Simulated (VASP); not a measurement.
Write the native input for VASP 6.6.1 that does the following.

| Item | Value |
| --- | --- |
| Task | single point |
| Functional | PBE |
| Potentials or basis | VASP PAW PBE potentials, release 64 (Sn_d, O) |
| Cutoff | 600 eV |
| k mesh | 6 × 6 × 8 |
| Occupations | gaussian, width 0.02 eV |
| Spin | no spin polarisation |
| Dipole correction | no |
| Further INCAR settings | ALGO = Normal; EDIFF = 1e-06; NBANDS = 35 |

The structure of SnO2 lies in POSCAR:

```
SnO2
1.0
    4.8275285266      0.0000000000      0.0000000000
    0.0000000000      4.8275285266      0.0000000000
    0.0000000000      0.0000000000      3.2381076130
Sn O
2 4
Direct
    0.5000000000      0.5000000000      0.5000000000
    0.0000000000      0.0000000000      0.0000000000
    0.1934208539      0.8065791461      0.5000000000
    0.8065791461      0.1934208539      0.5000000000
    0.3065791461      0.3065791461      0.0000000000
    0.6934208539      0.6934208539      0.0000000000
```

These files were run (other wordings do the same):

INCAR

```
SYSTEM = SnO2
PREC = Accurate
ENCUT = 600
EDIFF = 1E-6
ISMEAR = 0
SIGMA = 0.02
LREAL = .False.
LASPH = .True.
NELM = 120
ALGO = Normal
ISIF = 2
LWAVE = .False.
LCHARG = .False.
GGA = PE
NBANDS = 35
GGA_COMPAT = .False.
```

KPOINTS

```
regular mesh
0
Gamma
  6 6 8
  0 0 0
```

Potentials or basis: VASP PAW PBE potentials, release 64 (Sn_d, O).

Run with:

```console
$ cat potpaw_PBE.64/Sn_d/POTCAR potpaw_PBE.64/O/POTCAR > POTCAR
$ mpirun -np 1 vasp_std > vasp.out
```

It gave:

```
Pressure               : 0.4 GPa
Largest force          : 0.016 eV/Å
Band gap on the k mesh : 0.67 eV
```

Caveat: semilocal functionals underestimate gaps, and a narrow one can read as zero; spin-orbit coupling is left out, which moves the levels of the heavy elements.

Wall time 2.9 min on 1 thread of Oxide Virtual Turin-like Processor, on a shared host, peak memory 0.25 GiB.
